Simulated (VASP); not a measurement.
## CdTe: relaxation of cell and atoms with LDA

Crystal: CdTe.

```xyz
2
Lattice="3.2050 3.2050 0.0000 -3.2050 3.2050 0.0000 0.0000 3.2050 3.2050" Properties=species:S:1:pos:R:3 pbc="T T T"
Cd    0.0000    0.0000    0.0000
Te    1.6025    4.8075    1.6025
```

```yaml
Program: VASP 6.6.1
Task: relaxation of cell and atoms
Functional: LDA
Potentials_or_basis: VASP PAW LDA potentials, release 64 (Cd, Te)
Cutoff: 600 eV
k_mesh: 10 × 10 × 10
Occupations: fermi-dirac, width 0.1 eV
Spin: no spin polarisation
Dipole_correction: no
Further_INCAR_settings: ALGO = Normal; EDIFF = 1e-07; IBRION = 2; EDIFFG = -0.002; NSW = 100; ISIF = 3
```

| Item | Value |
| --- | --- |
| Relaxed volume | 33.06 Å³/atom |
| Relaxed cell | a = 4.539 Å, b = 4.539 Å, c = 4.539 Å, α = 60.00°, β = 60.00°, γ = 90.00° |
| Space group after relaxing (to 0.05 Å) | F-43m (No. 216) |
| Energy gained by relaxing | 0.1 meV/atom |
| Ionic steps | 4 |
| Pressure after relaxing | 0.0 GPa |
| Band gap on the k mesh | 0.64 eV, direct |

The path:
```tsv
step	energy change (eV)	largest force (eV/Å)	pressure (GPa)	volume (Å³)
1	0.0000	0.0000	0.20	65.84
2	-0.0002	0.0000	-0.06	66.23
3	-0.0002	0.0000	-0.01	66.14
4	-0.0002	0.0000	0.01	66.13
```

Final structure:
```xyz
2
Lattice="3.2096 3.2096 0.0000 -3.2096 3.2096 0.0000 0.0000 3.2096 3.2096" Properties=species:S:1:pos:R:3 pbc="T T T"
Cd    0.0000    0.0000    0.0000
Te    1.6048    4.8144    1.6048
```

Levels at points of the mesh, in eV from the valence-band top:
```
           k point  band 7  band 8  band 9  band 10  band 11  band 12
(0.00, 0.00, 0.00)    0.00    0.00    0.00     0.64     4.48     4.48
(0.50, 0.00, 0.00)   -4.67   -0.83   -0.83     1.69     5.08     5.08
(0.50, 0.50, 0.00)   -4.52   -1.99   -1.99     2.38     2.54     8.80
```

Run time: 110 s on 1 thread of Intel(R) Xeon(R) Platinum 8375C CPU @ 2.90GHz (Ice Lake), on a shared host, peak memory 0.22 GiB.

Caveat: spin-orbit coupling is left out, which moves the levels of the heavy elements. Expect the measured gap to be larger: semilocal functionals such as LDA lack the derivative discontinuity.
